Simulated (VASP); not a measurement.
# Si4HCl in VASP: single point with PBE+D3(BJ)

Aim: the single point of Si4HCl with PBE+D3(BJ).

All numbers are computed with VASP 6.6.1; they aren't measurements. Logs are shortened: lines on timing, memory, paths and dates and some standing lists are left out, and cuts for length are marked.

### 1 The cell of the first run

The cell holds a slab with vacuum, 24 atoms: a = 7.667 Å, b = 7.667 Å, c = 25.427 Å, α = 90.00°, β = 90.00°, γ = 120.00°.

### 2 Single point, PBE+D3(BJ)

INCAR reads:

```
PREC = Accurate
ENCUT = 400
EDIFF = 1E-6
ISMEAR = 0
SIGMA = 0.05
LREAL = False
LASPH = True
NELM = 120
ALGO = Normal
ISIF = 2
LWAVE = False
LCHARG = False
LDIPOL = True
IDIPOL = 3
DIPOL = 0.5 0.5 0.452
GGA = PE
IVDW = 12
NBANDS = 66
GGA_COMPAT = False
NELMDL = -8
```

KPOINTS reads:

```
Automatic mesh
0
Gamma
  3 3 1
```

POSCAR reads:

```
Si4HCl
1.0
    7.6671877214      0.0000000000      0.0000000000
   -3.8335938607      6.6399793423      0.0000000000
    0.0000000000      0.0000000000     25.4271453499
Si H Cl
16 4 4
Direct
    0.6666666667      0.3333333333      0.3712567758
    0.6666666667      0.8333333333      0.3712567758
    0.1666666667      0.3333333333      0.3712567758
    0.1666666667      0.8333333333      0.3712567758
    0.5000000000      0.5000000000      0.4020321168
    0.5000000000      0.0000000000      0.4020321168
    0.0000000000      0.5000000000      0.4020321168
    0.0000000000      0.0000000000      0.4020321168
    0.0000867169      0.5000198077      0.4942947776
    0.0001130582      0.0000844633      0.4942815545
    0.5000383558      0.4999344916      0.4942668638
    0.5000928163      0.0000882479      0.4942762074
    0.8333728677      0.6667406593      0.5245449110
    0.8334071100      0.1666767645      0.5246015052
    0.3335354877      0.6667540160      0.5245367242
    0.3333980712      0.1666578406      0.5246419913
    0.6667248333      0.3333675984      0.3121581029
    0.6666800080      0.8333186438      0.3121588579
    0.1666602742      0.3333504662      0.3121580021
    0.1666914660      0.8333653536      0.3121586307
    0.8328542060      0.6669649606      0.6059766062
    0.8335311312      0.1667951853      0.6060278722
    0.3343523805      0.6672577646      0.6059611719
    0.3334124260      0.1664998994      0.6060784990
```

Potentials or basis: VASP PAW PBE potentials, release 64 (Si, H, Cl).

Run with:

```
$ cat potpaw_PBE.64/Si/POTCAR potpaw_PBE.64/H/POTCAR potpaw_PBE.64/Cl/POTCAR > POTCAR
$ mpirun -np 1 vasp_std > vasp.out
```

OUTCAR:

```text
PREC = Accurate
   ENCUT = 400
   EDIFF = 1E-6
   ISMEAR = 0
   LREAL = False
   LASPH = True
   NELM = 120
   ISIF = 2
   GGA = PE
   IVDW = 12
   NELMDL = -8
 IVDW          = 12

 ion  position               nearest neighbor table
   1  0.667  0.333  0.371-  17 1.50   6 2.35   7 2.35   5 2.35
   2  0.667  0.833  0.371-  18 1.50   5 2.35   8 2.35   6 2.35
   3  0.167  0.333  0.371-  19 1.50   8 2.35   5 2.35   7 2.35
   4  0.167  0.833  0.371-  20 1.50   7 2.35   6 2.35   8 2.35
   5  0.500  0.500  0.402-  11 2.35   2 2.35   3 2.35   1 2.35
   6  0.500  0.000  0.402-  12 2.35   1 2.35   4 2.35   2 2.35
[... 8 lines left out ...]
  15  0.334  0.667  0.525-  23 2.07  12 2.34  11 2.34   9 2.34
  16  0.333  0.167  0.525-  24 2.07  12 2.34  10 2.34  11 2.34
  17  0.667  0.333  0.312-   1 1.50
  18  0.667  0.833  0.312-   2 1.50
  19  0.167  0.333  0.312-   3 1.50
  20  0.167  0.833  0.312-   4 1.50
  21  0.833  0.667  0.606-  13 2.07
  22  0.834  0.167  0.606-  14 2.07
  23  0.334  0.667  0.606-  15 2.07
  24  0.333  0.166  0.606-  16 2.07

  LATTYP: Found a hexagonal cell.
 ALAT       =     7.6671877214
 C/A-ratio  =     3.3163587842

  Lattice vectors:

 A1 = (   7.6671877214,   0.0000000000,   0.0000000000)
 A2 = (  -3.8335938607,   6.6399793423,   0.0000000000)
 A3 = (   0.0000000000,   0.0000000000,  25.4271453499)

Analysis of symmetry for initial positions (statically):
=====================================================================
 Subroutine PRICEL returns:
 Original cell was already a primitive cell.

 Routine SETGRP: Setting up the symmetry group for a
 hexagonal supercell.

 Subroutine GETGRP returns: Found  1 space group operations
 (whereof  1 operations were pure point group operations)
 out of a pool of 24 trial point group operations.

The static configuration has the point symmetry C_1 .

Analysis of symmetry for dynamics (positions and initial velocities):
=====================================================================
 Subroutine PRICEL returns:
 Original cell was already a primitive cell.

 Routine SETGRP: Setting up the symmetry group for a
 hexagonal supercell.

 Subroutine GETGRP returns: Found  1 space group operations
 (whereof  1 operations were pure point group operations)
 out of a pool of 24 trial point group operations.

The dynamic configuration has the point symmetry C_1 .

 Subroutine INISYM returns: Found  1 space group operations
 (whereof  1 operations are pure point group operations),
 and found     1 'primitive' translations

----------------------------------------------------------------------------------------

                                     Primitive cell

  volume of cell :    1294.4952

  direct lattice vectors                    reciprocal lattice vectors
     7.667187721  0.000000000  0.000000000     0.130425918  0.075301439  0.000000000
    -3.833593861  6.639979342  0.000000000     0.000000000  0.150602878  0.000000000
     0.000000000  0.000000000 25.427145350     0.000000000  0.000000000  0.039328048

  length of vectors
     7.667187721  7.667187721 25.427145350     0.150602878  0.150602878  0.039328048

  position of ions in fractional coordinates (direct lattice)
     0.666666667  0.333333333  0.371256776
     0.666666667  0.833333333  0.371256776
     0.166666667  0.333333333  0.371256776
     0.166666667  0.833333333  0.371256776
     0.500000000  0.500000000  0.402032117
     0.500000000  0.000000000  0.402032117
[... 16 lines left out ...]
     0.334352381  0.667257765  0.605961172
     0.333412426  0.166499899  0.606078499

  ion indices of the primitive-cell ions
   primitive index   ion index
                 1           1
                 2           2
                 3           3
                 4           4
                 5           5
                 6           6
[... 16 lines left out ...]
                23          23
                24          24

----------------------------------------------------------------------------------------

 KPOINTS: Automatic mesh

Automatic generation of k-mesh.
 Grid dimensions read from file:
 generate k-points for:    3    3    1

 Generating k-lattice:

  Cartesian coordinates                     Fractional coordinates (reciprocal lattice)
     0.043475306  0.025100480  0.000000000     0.333333333 -0.000000000  0.000000000
     0.000000000  0.050200959  0.000000000     0.000000000  0.333333333  0.000000000
     0.000000000  0.000000000  0.039328048     0.000000000  0.000000000  1.000000000

  Length of vectors
     0.050200959  0.050200959  0.039328048

  Shift w.r.t. Gamma in fractional coordinates (k-lattice)
     0.000000000  0.000000000  0.000000000

 Subroutine IBZKPT returns following result:
 ===========================================

 Found      5 irreducible k-points:

 Following reciprocal coordinates:
            Coordinates               Weight
  0.000000  0.000000  0.000000      1.000000
  0.333333 -0.000000  0.000000      2.000000
  0.000000  0.333333  0.000000      2.000000
 -0.333333  0.333333  0.000000      2.000000
  0.333333  0.333333  0.000000      2.000000
   k-points           NKPTS =      5   k-points in BZ     NKDIM =      5   number of bands    NBANDS=     66
   number of dos      NEDOS =    301   number of ions     NIONS =     24
   total plane-waves  NPLWV = 420000
   dimension x,y,z NGX =    50 NGY =   50 NGZ =  168
   dimension x,y,z NGXF=   100 NGYF=  100 NGZF=  336
   ions per type =              16   4   4
   NGX,Y,Z   is equivalent  to a cutoff of  10.84, 10.84, 10.98 a.u.
   NGXF,Y,Z  is equivalent  to a cutoff of  21.68, 21.68, 21.97 a.u.
 SYSTEM =  unknown system
   PREC   = accura    normal or accurate (medium, high low for compatibility)
   ISTART =      0    job   : 0-new  1-cont  2-samecut
   ICHARG =      2    charge: 1-file 2-atom 10-const
   ISPIN  =      1    spin polarized calculation?
   LNONCOLLINEAR =      F non collinear calculations
   LSORBIT =      F    spin-orbit coupling
   LASPH  =      T    aspherical Exc in radial PAW
   ENCUT  =  400.0 eV  29.40 Ry    5.42 a.u.  12.50 12.50 41.47*2*pi/ulx,y,z
   NELM   =    120;   NELMIN=  2; NELMDL= -8     # of ELM steps
   EDIFF  = 0.1E-05   stopping-criterion for ELM
   LREAL  =      F    real-space projection
   EDIFFG = 0.1E-04   stopping-criterion for IOM
   NSW    =      0    number of steps for IOM
   IBRION =     -1    ionic relax: 0-MD 1-quasi-New 2-CG
   NFREE  =      0    steps in history (QN), initial steepest desc. (CG)
   ISIF   =      2    stress and relaxation
   ISYM   =      2    0-nonsym 1-usesym 2-fastsym
   POTIM  = 0.5000    time-step for ionic-motion
   TEBEG  =    0.0;   TEEND  =   0.0 temperature during run
   PSTRESS=    0.0 pullay stress
   NELECT =      96.0000    total number of electrons
   NUPDOWN=      -1.0000    fix difference up-down
   EMIN   =  10.00;   EMAX   =-10.00  energy-range for DOS
   EFERMI =   0.00;   METHOD = LEGACY
   ISMEAR =     0;   SIGMA  =   0.05  broadening in eV -4-tet -1-fermi 0-gaus
   EFERMI_NEDOS =   21; number of points for ismear=-14 and -15
   IALGO  =     38    algorithm
   IMIX   =      4    mixing-type and parameters
     AMIX     =   0.40;   BMIX     =  1.00
     AMIX_MAG =   1.60;   BMIX_MAG =  1.00
  volume/ion in A,a.u.               =      53.94       363.99
  Fermi-wavevector in a.u.,A,eV,Ry     =   0.687805  1.299762  6.436579  0.473075
  Thomas-Fermi vector in A             =   1.768424
   LORBIT       =      0    0 simple, 1 ext, 2 COOP (PROOUT), +10 PAW based schemes
   GGA     = PE    functional components
   LHFCALC =     F    Hartree Fock is set to
   AEXX    =    0.0000 exact exchange contribution
   IVDW    =    12    specifies the selected vdW correction
   LEPSILON=     F    determine dielectric tensor
   LRPA    =     F    only Hartree local field effects (RPA)
 non-spin polarized calculation
 Gauss-broadening in eV      SIGMA  =   0.05
  energy-cutoff  :      400.00
  volume of cell :     1294.50
 maximum number of plane-waves:     23514
 NGX is ok and might be reduce to    50
   NGX = 25   NGY = 25   NGZ = 83

 dipolmoment           0.000000      0.000000     -0.011523 electrons x Angstroem

 number of electron      96.0000015 magnetization

 dipolmoment           0.000000      0.000000      0.297637 electrons x Angstroem

 Free energy of the ion-electron system (eV)
  ---------------------------------------------------
  ext. energy  EPLUGINS =         0.00000000
  ---------------------------------------------------
  free energy    TOTEN  =      -112.61155002 eV

  energy without entropy =     -112.61155002  energy(sigma->0) =     -112.61155002

 E-fermi :  -1.6590     XC(G=0):  -3.5560

 val. band max:       -1.9274329339   @ k =   0.0000   0.0000   0.0000
 cond. band min:      -0.6842627232   @ k =   0.0000   0.0000   0.0000
 fundamental gap:      1.2431702107
 Fermi energy:        -1.6589797163

 k-point     1 :       0.0000    0.0000    0.0000
  band No.  band energies     occupation
      1     -17.6143      2.00000
      2     -17.3692      2.00000
      3     -17.3687      2.00000
      4     -17.3679      2.00000
      5     -13.2800      2.00000
      6     -12.0948      2.00000
[... 52 lines left out ...]
     59       0.3537      0.00000
     60       1.3948      0.00000

 k-point     2 :       0.3333   -0.0000    0.0000
  band No.  band energies     occupation
      1     -17.5547      2.00000
      2     -17.4320      2.00000
      3     -17.3694      2.00000
      4     -17.3688      2.00000
      5     -12.9680      2.00000
      6     -12.0771      2.00000
[... 52 lines left out ...]
     59       1.5027      0.00000
     60       1.5034      0.00000

 k-point     3 :       0.0000    0.3333    0.0000
  band No.  band energies     occupation
      1     -17.5547      2.00000
      2     -17.4320      2.00000
      3     -17.3697      2.00000
      4     -17.3685      2.00000
      5     -12.9680      2.00000
      6     -12.0771      2.00000
[... 52 lines left out ...]
     59       1.5013      0.00000
     60       1.5035      0.00000

 k-point     4 :      -0.3333    0.3333    0.0000
  band No.  band energies     occupation
      1     -17.5547      2.00000
      2     -17.4320      2.00000
      3     -17.3697      2.00000
      4     -17.3686      2.00000
      5     -12.9680      2.00000
      6     -12.0771      2.00000
[... 52 lines left out ...]
     59       1.5018      0.00000
     60       1.5031      0.00000

 k-point     5 :       0.3333    0.3333    0.0000
  band No.  band energies     occupation
      1     -17.4644      2.00000
      2     -17.4635      2.00000
      3     -17.4619      2.00000
      4     -17.3376      2.00000
      5     -12.3622      2.00000
      6     -12.3620      2.00000
[... 52 lines left out ...]
     59       1.8995      0.00000
     60       1.9000      0.00000
 [bands above 60 left out]

------------------------ aborting loop because EDIFF is reached ----------------------------------------

 vacuum level on the upper side and lower side of the slab       (xc-potential included)         0.382        -0.660

 Edisp (eV)   -4.59741

 E8    (eV) :    -1.9085

  FORCE on cell =-STRESS in cart. coord.  units (eV):
  Direction    XX          YY          ZZ          XY          YZ          ZX
  --------------------------------------------------------------------------------------
  -------------------------------------------------------------------------------------
  Total       1.47013     1.47422    -1.22637    -0.00132    -0.01271    -0.00865
  in kB       1.81955     1.82462    -1.51786    -0.00163    -0.01573    -0.01070
  external pressure =        0.71 kB  Pullay stress =        0.00 kB

 VOLUME and BASIS-vectors are now :
 -----------------------------------------------------------------------------
  energy-cutoff  :      400.00
  volume of cell :     1294.50
      direct lattice vectors                 reciprocal lattice vectors
     7.667187721  0.000000000  0.000000000     0.130425918  0.075301439  0.000000000
    -3.833593861  6.639979342  0.000000000     0.000000000  0.150602878  0.000000000
     0.000000000  0.000000000 25.427145350     0.000000000  0.000000000  0.039328048

 POSITION                                       TOTAL-FORCE (eV/Angst)
 -----------------------------------------------------------------------------------
      3.83359      2.21333      9.44000        -0.000400     -0.000091      0.135498
      1.91680      5.53332      9.44000        -0.000069     -0.000095      0.138718
      0.00000      2.21333      9.44000         0.000287      0.000016      0.135619
     -1.91680      5.53332      9.44000        -0.000052      0.000119      0.137388
      1.91680      3.31999     10.22253         0.000402     -0.003296     -0.139763
      3.83359      0.00000     10.22253        -0.000099      0.002921     -0.137942
[... 16 lines left out ...]
      0.00555      4.43058     15.40786        -0.006784     -0.004397     -0.037527
      1.91804      1.10556     15.41085        -0.001102      0.001150     -0.048357
 -----------------------------------------------------------------------------------
    total drift:                               -0.000090     -0.000125     -0.001022

  FREE ENERGIE OF THE ION-ELECTRON SYSTEM (eV)
  ---------------------------------------------------
  free  energy   TOTEN  =      -117.2089633398 eV

  energy  without entropy=     -117.2089633398  energy(sigma->0) =     -117.20896334

 vacuum level on the upper side and lower side of the slab         3.721         2.656
```

Run time: 24 min. Hardware: 1 thread of Oxide Virtual Turin-like, shared host; peak memory 0.89 GiB.

What came out:

```
Free energy                : -117.2090 eV
Largest force              : 0.140 eV/Å
Band gap on the k mesh     : 1.24 eV
Dispersion energy per atom : -0.192 eV
```

Forces on the atoms (eV/Å):
```
Si   0.000  0.000  0.135
Si   0.000  0.000  0.139
Si   0.000  0.000  0.136
Si   0.000  0.000  0.137
Si   0.000 -0.003 -0.140
Si   0.000  0.003 -0.138
Si   0.000  0.000 -0.134
Si   0.001  0.002 -0.137
Si   0.000  0.001  0.000
Si   0.000 -0.001 -0.002
Si   0.001  0.000 -0.002
Si   0.000  0.000 -0.002
Si   0.000 -0.001  0.042
Si   0.000  0.002  0.036
Si  -0.001  0.000  0.040
Si   0.000  0.000  0.037
H    0.000  0.000  0.005
H    0.000  0.000  0.005
H    0.000  0.000  0.005
H    0.000  0.000  0.005
Cl   0.007 -0.002 -0.041
Cl   0.000  0.002 -0.042
Cl  -0.007 -0.004 -0.038
Cl  -0.001  0.001 -0.048
```
